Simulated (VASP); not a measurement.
# Cr (P6_3/mmc) in VASP: notebook

Runs on Cr. Level: BLYP. Tasks: single point.

All numbers are computed with VASP 6.6.1; they aren't measurements. Logs are shortened: lines on timing, memory, paths and dates and some standing lists are left out, and cuts for length are marked.

## Step 1: The cell of the first run

The structure is hexagonal, space group P6_3/mmc (No. 194). The conventional cell has a = 2.618 Å, b = 2.618 Å, c = 9.297 Å, α = 90.00°, β = 90.00°, γ = 120.00°. Cr (site symmetry -3m) has 12 Cr at 2.62 to 2.77 Å within 3.5 Å. Cr (site symmetry -6m2) has 12 Cr at 2.62 to 2.77 Å within 3.5 Å.

This isn't the form of Cr at room conditions, which is bcc.

## Step 2: Single point, BLYP (13.79 Å³/atom)

The input, INCAR:

```
AGGAC = 1.0
AGGAX = 1.0
ALDAC = 0.0
ALDAX = 1.0
ALGO = Normal
EDIFF = 1E-7
ENCUT = 520
GGA = B5
ISIF = 2
ISMEAR = -1
LASPH = True
LCHARG = True
LELF = True
LREAL = False
LVHAR = True
LWAVE = False
NBANDS = 32
NELM = 60
PREC = Accurate
SIGMA = 0.1
```

The input, KPOINTS:

```
k-points
0
Gamma
  16 16 4
```

The input, POSCAR:

```
Cr
1.0
    2.6175080234      0.0000000000      0.0000000000
   -1.3087540117      2.2668284428      0.0000000000
    0.0000000000      0.0000000000      9.2967366614
Cr
4
Direct
    0.0000000000      0.0000000000      1.0000000000
    1.0000000000      1.0000000000      0.5000000000
    0.3333333333      0.6666666667      0.2500000000
    0.6666666667      0.3333333333      0.7500000000
```

Potentials or basis: VASP PAW PBE potentials, release 64 (Cr_pv).

Launch:

```sh
$ cat potpaw_PBE.64/Cr_pv/POTCAR > POTCAR
$ mpirun -np 1 vasp_std > vasp.out
```

OUTCAR:

```text
EDIFF = 1E-7
   ENCUT = 520
   GGA = B5
   ISIF = 2
   ISMEAR = -1
   LASPH = True
   LREAL = False
   NELM = 60
   PREC = Accurate

 ion  position               nearest neighbor table
   1  0.000  0.000  0.000-   3 2.77   4 2.77   3 2.77   4 2.77   4 2.77   3 2.77
   2  0.000  0.000  0.500-   3 2.77   4 2.77   3 2.77   4 2.77   4 2.77   3 2.77
   3  0.333  0.667  0.250-   1 2.77   2 2.77   1 2.77   2 2.77   1 2.77   2 2.77
   4  0.667  0.333  0.750-   1 2.77   2 2.77   1 2.77   2 2.77   1 2.77   2 2.77

  LATTYP: Found a hexagonal cell.
 ALAT       =     2.6175080234
 C/A-ratio  =     3.5517509701

  Lattice vectors:

 A1 = (   2.6175080234,   0.0000000000,   0.0000000000)
 A2 = (  -1.3087540117,   2.2668284428,   0.0000000000)
 A3 = (   0.0000000000,   0.0000000000,   9.2967366614)

Analysis of symmetry for initial positions (statically):
=====================================================================
 Subroutine PRICEL returns:
 Original cell was already a primitive cell.

 Routine SETGRP: Setting up the symmetry group for a
 hexagonal supercell.

 Subroutine GETGRP returns: Found 24 space group operations
 (whereof 12 operations were pure point group operations)
 out of a pool of 24 trial point group operations.

The static configuration has the point symmetry D_3d.
 The point group associated with its full space group is D_6h.

Analysis of symmetry for dynamics (positions and initial velocities):
=====================================================================
 Subroutine PRICEL returns:
 Original cell was already a primitive cell.

 Routine SETGRP: Setting up the symmetry group for a
 hexagonal supercell.

 Subroutine GETGRP returns: Found 24 space group operations
 (whereof 12 operations were pure point group operations)
 out of a pool of 24 trial point group operations.

The dynamic configuration has the point symmetry D_3d.
 The point group associated with its full space group is D_6h.

 Subroutine INISYM returns: Found 24 space group operations
 (whereof 12 operations are pure point group operations),
 and found     1 'primitive' translations

----------------------------------------------------------------------------------------

                                     Primitive cell

  volume of cell :      55.1616

  direct lattice vectors                    reciprocal lattice vectors
     2.617508023  0.000000000  0.000000000     0.382042764  0.220572493  0.000000000
    -1.308754012  2.266828443  0.000000000     0.000000000  0.441144985  0.000000000
     0.000000000  0.000000000  9.296736661     0.000000000  0.000000000  0.107564626

  length of vectors
     2.617508023  2.617508023  9.296736661     0.441144985  0.441144985  0.107564626

  position of ions in fractional coordinates (direct lattice)
     0.000000000  0.000000000  0.000000000
     0.000000000  0.000000000  0.500000000
     0.333333333  0.666666667  0.250000000
     0.666666667  0.333333333  0.750000000

  ion indices of the primitive-cell ions
   primitive index   ion index
                 1           1
                 2           2
                 3           3
                 4           4

----------------------------------------------------------------------------------------

 KPOINTS: k-points

Automatic generation of k-mesh.
 Grid dimensions read from file:
 generate k-points for:   16   16    4

 Generating k-lattice:

  Cartesian coordinates                     Fractional coordinates (reciprocal lattice)
     0.023877673  0.013785781  0.000000000     0.062500000  0.000000000  0.000000000
     0.000000000  0.027571562  0.000000000     0.000000000  0.062500000  0.000000000
     0.000000000  0.000000000  0.026891156     0.000000000  0.000000000  0.250000000

  Length of vectors
     0.027571562  0.027571562  0.026891156

  Shift w.r.t. Gamma in fractional coordinates (k-lattice)
     0.000000000  0.000000000  0.000000000

 Subroutine IBZKPT returns following result:
 ===========================================

 Found     90 irreducible k-points:

 Following reciprocal coordinates:
            Coordinates               Weight
  0.000000  0.000000  0.000000      1.000000
  0.062500  0.000000  0.000000      6.000000
  0.125000  0.000000  0.000000      6.000000
  0.187500  0.000000  0.000000      6.000000
  0.250000  0.000000  0.000000      6.000000
  0.312500  0.000000  0.000000      6.000000
[... 16 lines left out ...]
  0.187500  0.187500  0.000000      6.000000
  0.250000  0.187500  0.000000     12.000000
 [... further k-points ...]
   k-points           NKPTS =     90   k-points in BZ     NKDIM =     90   number of bands    NBANDS=     32
   number of dos      NEDOS =    301   number of ions     NIONS =      4
   total plane-waves  NPLWV =  28000
   dimension x,y,z NGX =    20 NGY =   20 NGZ =   70
   dimension x,y,z NGXF=    40 NGYF=   40 NGZF=  140
   ions per type =               4
   NGX,Y,Z   is equivalent  to a cutoff of  12.70, 12.70, 12.52 a.u.
   NGXF,Y,Z  is equivalent  to a cutoff of  25.41, 25.41, 25.04 a.u.
 SYSTEM =  unknown system
   PREC   = accura    normal or accurate (medium, high low for compatibility)
   ISTART =      0    job   : 0-new  1-cont  2-samecut
   ICHARG =      2    charge: 1-file 2-atom 10-const
   ISPIN  =      1    spin polarized calculation?
   LNONCOLLINEAR =      F non collinear calculations
   LSORBIT =      F    spin-orbit coupling
   LASPH  =      T    aspherical Exc in radial PAW
   ENCUT  =  520.0 eV  38.22 Ry    6.18 a.u.   4.87  4.87 17.29*2*pi/ulx,y,z
   NELM   =     60;   NELMIN=  2; NELMDL= -5     # of ELM steps
   EDIFF  = 0.1E-06   stopping-criterion for ELM
   LREAL  =      F    real-space projection
   EDIFFG = 0.1E-05   stopping-criterion for IOM
   NSW    =      0    number of steps for IOM
   IBRION =     -1    ionic relax: 0-MD 1-quasi-New 2-CG
   NFREE  =      0    steps in history (QN), initial steepest desc. (CG)
   ISIF   =      2    stress and relaxation
   ISYM   =      2    0-nonsym 1-usesym 2-fastsym
   POTIM  = 0.5000    time-step for ionic-motion
   TEBEG  =    0.0;   TEEND  =   0.0 temperature during run
   PSTRESS=    0.0 pullay stress
   NELECT =      48.0000    total number of electrons
   NUPDOWN=      -1.0000    fix difference up-down
   EMIN   =  10.00;   EMAX   =-10.00  energy-range for DOS
   EFERMI =   0.00;   METHOD = LEGACY
   ISMEAR =    -1;   SIGMA  =   0.10  broadening in eV -4-tet -1-fermi 0-gaus
   EFERMI_NEDOS =   21; number of points for ismear=-14 and -15
   IALGO  =     38    algorithm
   IMIX   =      4    mixing-type and parameters
     AMIX     =   0.40;   BMIX     =  1.00
     AMIX_MAG =   1.60;   BMIX_MAG =  1.00
  volume/ion in A,a.u.               =      13.79        93.06
  Fermi-wavevector in a.u.,A,eV,Ry     =   1.562942  2.953532 33.236141  2.442787
  Thomas-Fermi vector in A             =   2.665786
   LORBIT       =      0    0 simple, 1 ext, 2 COOP (PROOUT), +10 PAW based schemes
   GGA     = B5    functional components
   LHFCALC =     F    Hartree Fock is set to
   AEXX    =    0.0000 exact exchange contribution
   IVDW    =     0    specifies the selected vdW correction
   LEPSILON=     F    determine dielectric tensor
   LRPA    =     F    only Hartree local field effects (RPA)
 non-spin polarized calculation
  energy-cutoff  :      520.00
  volume of cell :       55.16
 maximum number of plane-waves:      1512
 NGX is ok and might be reduce to    20
   NGX =  9   NGY =  9   NGZ = 35

 number of electron      48.0000015 magnetization

 Free energy of the ion-electron system (eV)
  ---------------------------------------------------
  ext. energy  EPLUGINS =         0.00000000
  ---------------------------------------------------
  free energy    TOTEN  =       -31.55988814 eV

  energy without entropy =      -31.30426867  energy(sigma->0) =      -31.43207840

 E-fermi :   8.9687     XC(G=0): -12.0968

 val. band max:        8.9678620802   @ k =   0.3125   0.0625   0.0000
 cond. band min:       8.9720258152   @ k =   0.1250   0.0000   0.5000
 fundamental gap:      0.0041637350
 Fermi energy:         8.9686639850

 k-point     1 :       0.0000    0.0000    0.0000
  band No.  band energies     occupation
      1     -34.0574      2.00000
      2     -33.8556      2.00000
      3     -33.8478      2.00000
      4     -33.6412      2.00000
      5     -33.5167      2.00000
      6     -33.5167      2.00000
[... 24 lines left out ...]
     31      10.2470      0.00001
     32      10.2470      0.00001

 k-point     2 :       0.0625    0.0000    0.0000
  band No.  band energies     occupation
      1     -34.0509      2.00000
      2     -33.8539      2.00000
      3     -33.8463      2.00000
      4     -33.6420      2.00000
      5     -33.5366      2.00000
      6     -33.5222      2.00000
[... 24 lines left out ...]
     31      10.2529      0.00001
     32      10.2961      0.00000

 k-point     3 :       0.1250    0.0000    0.0000
  band No.  band energies     occupation
      1     -34.0321      2.00000
      2     -33.8503      2.00000
      3     -33.8430      2.00000
      4     -33.6447      2.00000
      5     -33.5927      2.00000
      6     -33.5715      2.00000
[... 24 lines left out ...]
     31      10.2505      0.00001
     32      10.3581      0.00000

 k-point     4 :       0.1875    0.0000    0.0000
  band No.  band energies     occupation
      1     -34.0029      2.00000
      2     -33.8492      2.00000
      3     -33.8437      2.00000
      4     -33.6752      2.00000
      5     -33.6528      2.00000
      6     -33.6509      2.00000
[... 654 lines left out ...]
     31      10.8655      0.00000
     32      11.0072      0.00000

 k-point    23 :       0.1875    0.1875    0.0000
  band No.  band energies     occupation
      1     -33.9166      2.00000
      2     -33.9079      2.00000
      3     -33.9029      2.00000
      4     -33.8442      2.00000
      5     -33.8379      2.00000
      6     -33.7374      2.00000
[... 24 lines left out ...]
     31      10.6466      0.00000
     32      10.8206      0.00000

 k-point    24 :       0.2500    0.1875    0.0000
  band No.  band energies     occupation
      1     -33.9495      2.00000
      2     -33.9415      2.00000
      3     -33.9015      2.00000
      4     -33.8881      2.00000
      5     -33.8791      2.00000
      6     -33.7497      2.00000
[... 24 lines left out ...]
     31      10.9260      0.00000
     32      10.9302      0.00000

 [... further k-points ...]

------------------------ aborting loop because EDIFF is reached ----------------------------------------

  FORCE on cell =-STRESS in cart. coord.  units (eV):
  Direction    XX          YY          ZZ          XY          YZ          ZX
  --------------------------------------------------------------------------------------
  -------------------------------------------------------------------------------------
  Total       -6.8310707     -6.8310707     -6.0389427      0.0000000     -0.0000000     -0.0000000
  in kB     -198.4093603   -198.4093603   -175.4018984      0.0000000     -0.0000000     -0.0000000
  external PRESSURE =    -190.7402063 kB  Pullay stress =       0.0000000 kB

 VOLUME and BASIS-vectors are now :
 -----------------------------------------------------------------------------
  energy-cutoff  :      520.00
  volume of cell :       55.16
      direct lattice vectors                 reciprocal lattice vectors
     2.617508023  0.000000000  0.000000000     0.382042764  0.220572493  0.000000000
    -1.308754012  2.266828443  0.000000000     0.000000000  0.441144985  0.000000000
     0.000000000  0.000000000  9.296736661     0.000000000  0.000000000  0.107564626

 POSITION                                       TOTAL-FORCE (eV/Angst)
 -----------------------------------------------------------------------------------
      0.00000      0.00000      0.00000         0.000000      0.000000     -0.000000
      0.00000      0.00000      4.64837         0.000000      0.000000     -0.000000
     -0.00000      1.51122      2.32418         0.000000     -0.000000     -0.000000
      1.30875      0.75561      6.97255        -0.000000      0.000000      0.000000
 -----------------------------------------------------------------------------------
    total drift:                                0.000000     -0.000000      0.000000

  FREE ENERGIE OF THE ION-ELECTRON SYSTEM (eV)
  ---------------------------------------------------
  free  energy   TOTEN  =       -31.5598881425 eV

  energy  without entropy=      -31.3042686667  energy(sigma->0) =      -31.43207840
```

Run time: 5.1 min. Hardware: 1 thread of Intel Xeon 8259CL, shared host; peak memory 0.25 GiB.

What came out:

```yaml
Free_energy: -31.5599 eV
Pressure: -19.1 GPa
Band_gap_on_the_k_mesh: zero (bands 24 and 25 overlap by 1.09 eV)
```

Caveat: the cell stands under tension; the PAW data sets were made with another functional, which shifts forces and pressure a little; the run has no spin polarisation, though such a crystal can be magnetic. Spin polarisation is off, so any magnetic state and its effect on volume and gap are missing.

## Step 3: Single point, BLYP, collinear spin, ferromagnetic start (13.77 Å³/atom)

The input, INCAR:

```
AGGAC = 1.0
AGGAX = 1.0
ALDAC = 0.0
ALDAX = 1.0
ALGO = Normal
EDIFF = 1E-6
ENCUT = 520
GGA = B5
ISIF = 2
ISMEAR = -1
ISPIN = 2
LASPH = True
LCHARG = True
LELF = True
LMAXMIX = 4
LORBIT = 11
LREAL = False
LVHAR = True
LWAVE = False
MAGMOM = 1.5 1.5 1.5 1.5
NBANDS = 36
NELM = 150
PREC = Accurate
SIGMA = 0.05
```

KPOINTS is that of step 2.

The input, POSCAR:

```
Cr
1.0
    2.6136631540      0.0000000000      0.0000000000
   -1.3068315770      2.2634986883      0.0000000000
    0.0000000000      0.0000000000      9.3132134060
Cr
4
Direct
    1.0000000000      1.0000000000      0.0000000000
    1.0000000000      0.0000000000      0.5000000000
    0.3333333333      0.6666666667      0.2500000000
    0.6666666667      0.3333333333      0.7500000000
```

Potentials or basis: VASP PAW PBE potentials, release 64 (Cr_pv).

Launch:

```sh
$ cat potpaw_PBE.64/Cr_pv/POTCAR > POTCAR
$ mpirun -np 1 vasp_std > vasp.out
```

Wall time 6.9 min (1 thread of Intel Xeon Platinum 8259CL at 2.50GHz (Skylake/Cascade Lake), shared host); peak memory 0.35 GiB.

It converged, with:

```yaml
Free_energy: -31.4745 eV
Pressure: -19.3 GPa
Band_gap_on_the_k_mesh: zero (filled and empty bands overlap)
Net_moment: 0.00 μB per cell
Valence_electrons_inside_the_program's_atomic_spheres: Cr 10.78
```

Stress tensor (GPa, compression positive):
```
-20.22   0.00   0.00
  0.00 -20.22   0.00
  0.00   0.00 -17.34
```

Levels at points of the mesh, in eV from the Fermi level:
Spin up:
```tsv
k point	band 21	band 22	band 23	band 24	band 25	band 26	band 27	band 28
(0.00, 0.00, 0.00)	-0.35	-0.29	-0.29	-0.16	-0.16	-0.09	-0.09	-0.03
(0.50, 0.00, 0.00)	-0.63	-0.31	-0.12	0.76	0.77	1.63	1.79	1.84
(0.00, 0.00, 0.50)	-0.30	-0.30	-0.30	-0.30	-0.16	-0.16	-0.16	-0.16
(0.50, 0.00, 0.50)	0.12	0.12	0.13	0.13	0.50	0.50	1.50	1.50
```
Spin down:
| k point | band 21 | band 22 | band 23 | band 24 | band 25 | band 26 | band 27 | band 28 |
| --- | --- | --- | --- | --- | --- | --- | --- | --- |
| (0.00, 0.00, 0.00) | -0.35 | -0.29 | -0.29 | -0.16 | -0.16 | -0.09 | -0.09 | -0.03 |
| (0.50, 0.00, 0.00) | -0.63 | -0.31 | -0.12 | 0.76 | 0.76 | 1.63 | 1.79 | 1.84 |
| (0.00, 0.00, 0.50) | -0.30 | -0.30 | -0.30 | -0.30 | -0.16 | -0.16 | -0.16 | -0.16 |
| (0.50, 0.00, 0.50) | 0.12 | 0.12 | 0.13 | 0.13 | 0.50 | 0.50 | 1.50 | 1.50 |

Caveat: the cell stands under tension; the PAW data sets were made with another functional, which shifts forces and pressure a little.

[end of part 1 of 2]
